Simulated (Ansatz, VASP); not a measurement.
# AlAs5: VASP beside Ansatz

INCAR

```
PREC = Accurate
ENCUT = 600
EDIFF = 1E-6
ISMEAR = 0
SIGMA = 0.1
LREAL = False
LASPH = True
NELM = 80
ALGO = Normal
ISIF = 3
LWAVE = False
LCHARG = False
GGA = PE
IBRION = 2
NSW = 90
EDIFFG = -0.04
```

KPOINTS

```
Automatic mesh
0
Gamma
  4 4 4
```

Contents of POSCAR:

```
AlAs5
1.0
   -2.6746490600      2.6746490600      5.1303704700
    2.6746490600     -2.6746490600      5.1303704700
    2.6746490600      2.6746490600     -5.1303704700
Al As
1 5
Direct
    0.5000000000      0.5000000000      0.0000000000
    0.5000000000      0.5000000000      0.5000000000
    0.0000000000      0.0000000000      0.5000000000
    0.5000000000      0.0000000000      0.0000000000
    0.0000000000      0.5000000000      0.0000000000
    0.0000000000      0.0000000000      0.0000000000
```

Input for Ansatz:

```yaml
crystal:
  lattice:
    - [-2.67464906, 2.67464906, 5.13037047]
    - [2.67464906, -2.67464906, 5.13037047]
    - [2.67464906, 2.67464906, -5.13037047]
  atoms:
    - { symbol: Al, position: [0.5, 0.5, 0.0] }
    - { symbol: As, position: [0.5, 0.5, 0.5] }
    - { symbol: As, position: [0.0, 0.0, 0.5] }
    - { symbol: As, position: [0.5, 0.0, 0.0] }
    - { symbol: As, position: [0.0, 0.5, 0.0] }
    - { symbol: As, position: [0.0, 0.0, 0.0] }
basis:
  ecutwfc: 420
kpoints:
  mp_grid: { grid: [4, 4, 4] }
hamiltonian:
  xc: pbe
scf:
  occupations: { method: gaussian, width: 0.1 }
  lower_state_search: "off"
output:
  forces: true
  stress: true
  eigenvalues: true
relax:
  adjacent_minimum: "off"
  f_tol: 0.04
  max_steps: 70
  cell: { stress_tol: 0.4 }
```

Alike in both runs: task relaxation of cell and atoms; functional PBE; k mesh 4 × 4 × 4; occupations gaussian, width 0.1 eV; no spin polarisation.

|  | VASP | Ansatz |
| --- | --- | --- |
| version | VASP 6.6.1 | Ansatz 0.2.0 |
| potentials or method | VASP PAW PBE potentials, release 64 (Al, As), cutoff 600 eV | scalar-relativistic, plane waves, PAW |
| valence electrons in the cell | 28 | 78 |

|  | VASP | Ansatz | Ansatz less VASP |
| --- | --- | --- | --- |
| gap on the k mesh at the Fermi level, each at its own relaxed structure (eV) | none | none | - |
| relaxed volume (Å³/atom) | 21.34 | 21.32 | -0.015 |
| relaxed cell length with the largest relative difference (Å) | 5.635 | 5.630 | -0.0051 |

A gap of «none» marks a metal or a gap that the smearing closes. VASP's potentials hold 28 valence electrons a cell and Ansatz's 78, so a difference there can come from the potentials and not from the codes.

The k mesh is coarse, so the values compare programs but aren't converged.
